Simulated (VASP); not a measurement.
A run of VASP 6.6.1 is set up as follows.

Contents of INCAR:

```
SYSTEM = LiCl
ALGO = Normal
EDIFF = 1E-6
ENCUT = 520
GGA = PE
ISIF = 2
ISMEAR = 0
LASPH = .TRUE.
LCHARG = .FALSE.
LREAL = .FALSE.
LWAVE = .FALSE.
NBANDS = 12
NELM = 100
PREC = Accurate
SIGMA = 0.015
```

File KPOINTS:

```
k-points
0
G
  9 9 9
  0 0 0
```

The input POSCAR:

```
LiCl
1.0
    0.0000000000      2.5647700000      2.5647700000
    2.5647700000      0.0000000000      2.5647700000
    2.5647700000      2.5647700000      0.0000000000
Cl Li
1 1
Direct
    0.5000000000      0.5000000000      0.5000000000
    0.0000000000      0.0000000000      0.0000000000
```

Potentials or basis: VASP PAW PBE potentials, release 64 (Cl, Li_sv).

The run is started by

```sh
$ cat potpaw_PBE.64/Cl/POTCAR potpaw_PBE.64/Li_sv/POTCAR > POTCAR
$ mpirun -np 1 vasp_std > vasp.out
```

**Question.** Estimate the band gap on the k mesh.

**Answer.** 6.34 eV, direct.

 PBE gaps usually lie below the measured ones, often by a third to a half.
